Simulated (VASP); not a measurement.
Wanted: the native input for a VASP 6.6.1 run.

```
Task                   : single point
Functional             : PBE
Potentials or basis    : VASP PAW PBE potentials, release 64 (C, W_sv)
Cutoff                 : 520 eV
k mesh                 : 4 × 4 × 2
Occupations            : gaussian, width 0.1 eV
Spin                   : no spin polarisation
Dipole correction      : no
Further INCAR settings : ALGO = Normal; EDIFF = 1e-06; NBANDS = 38
```

The structure of W3C4 (a cell with a defect) (Qusongite) lies in POSCAR:

```
W3C4
1.0
    5.8130000000      0.0000000000      0.0000000000
   -1.4532500000      2.5171030000      0.0000000000
    0.0000000000      0.0000000000      5.6732000000
C W
4 3
Direct
    0.3333333002      0.3333332009      0.2500000000
    0.3333333002      0.3333332009      0.7500000000
    0.8333333002      0.3333332009      0.2500000000
    0.8333333002      0.3333332009      0.7500000000
   -0.0044486785     -0.0044487651      0.4167002750
    0.5000000000      0.0000000000      0.0000000000
    0.5000000000      0.0000000000      0.5000000000
```

These files were run (other wordings do the same):

INCAR

```
PREC     = Accurate       # precision mode
ENCUT    = 520            # plane-wave cutoff, eV
EDIFF    = 1E-6           # SCF threshold, eV
ISMEAR   = 0              # smearing method
SIGMA    = 0.1            # smearing width, eV
LREAL    = False          # projectors in reciprocal space
LASPH    = True           # aspherical terms in the spheres
NELM     = 120            # most SCF steps
ALGO     = Normal         # electronic algorithm
ISIF     = 2              # what is computed and relaxed
LWAVE    = False          # write WAVECAR
LCHARG   = False          # write CHGCAR
GGA      = PE             # functional
NBANDS   = 38             # bands
GGA_COMPAT= False
```

KPOINTS

```
regular mesh
0
Gamma
  4 4 2
```

Potentials or basis: VASP PAW PBE potentials, release 64 (C, W_sv).

Command:

```sh
$ cat potpaw_PBE.64/C/POTCAR potpaw_PBE.64/W_sv/POTCAR > POTCAR
$ mpirun -np 1 vasp_std > vasp.out
```

Results of the run:

| Property | Result |
| --- | --- |
| Pressure | 1.5 GPa |
| Largest force | 6.203 eV/Å |
| Band gap on the k mesh | zero (band 29 reaches 8.84 eV, above the bottom of band 30 at 7.94 eV) |

Caveat: the k points lie up to 0.62 Å⁻¹ apart; spin-orbit coupling is left out, which moves the levels of the heavy elements.

Run time: 28 s on 1 thread of Intel(R) Xeon(R) 6975P-C (Granite Rapids) (shared host), peak memory 0.22 GiB.
